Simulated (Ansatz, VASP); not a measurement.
## AlN: VASP beside Ansatz

Contents of INCAR:

```
SYSTEM = AlN
ALGO = Normal ; EDIFF = 1E-8
ENCUT = 520 ; GGA = PE
GGA_COMPAT = .False. ; ISIF = 2
ISMEAR = -1 ; LASPH = .True.
LCHARG = .False. ; LEFG = .True.
LREAL = .False. ; LWAVE = .False.
NBANDS = 11 ; NELM = 120
PREC = Accurate ; SIGMA = 0.02
```

KPOINTS

```
k-points
0
Gamma
  10 10 10
  0 0 0
```

The input POSCAR:

```
AlN
1.0
    0.0395600000      1.9977800000      1.9977800000
    1.9977800000      0.0395600000      1.9977800000
    1.9977800000      1.9977800000      0.0395600000
Al N
1 1
Direct
    0.0000000000      0.0000000000      0.0000000000
    0.5000000000      0.5000000000      0.5000000000
```

Input for Ansatz:

```yaml
crystal:
  lattice:
    - [0.03956, 1.99778, 1.99778]
    - [1.99778, 0.03956, 1.99778]
    - [1.99778, 1.99778, 0.03956]
  atoms:
    - { symbol: Al, position: [0.0, 0.0, 0.0] }
    - { symbol: "N", position: [0.5, 0.5, 0.5] }
kpoints:
  mp_grid: { grid: [10, 10, 10] }
scf:
  occupations: { method: fermi_dirac, width: 0.02 }
hamiltonian:
  xc: pbe
  pseudopotentials: { kind: paw }
output:
  forces: true
  stress: true
  eigenvalues: true
  efg: { contact_densities: true }
```

Change from the starting cell: equal xy, yz and zx shear strains of +2 %, PAW files.

Alike in both runs: task electric field gradients; functional PBE; k mesh 10 × 10 × 10; occupations fermi-dirac, width 0.02 eV; no spin polarisation.

|  | VASP | Ansatz |
| --- | --- | --- |
| version | VASP 6.6.1 | Ansatz 0.2.0 |
| potentials or method | VASP PAW PBE potentials, release 64 (Al, N) | PAW with Ansatz's default frozen-core files, scalar-relativistic |
| plane-wave cutoff (eV) | 520 | 420 |
| valence electrons in the cell | 8 | 8 |

VASP gave:

- gap on the k mesh at the Fermi level (eV): 4.73
- pressure (GPa): 25.4
- traceless stress, the component that is largest in VASP (GPa): -7.07
- size of Vzz on the site where it differs most (V/Å²): 0.6

Task: Estimate Ansatz's values.

Result: gap on the k mesh at the Fermi level (eV): 4.73; pressure (GPa): 25.7; traceless stress, the component that is largest in VASP (GPa): -7.06; size of Vzz on the site where it differs most (V/Å²): 1.4.
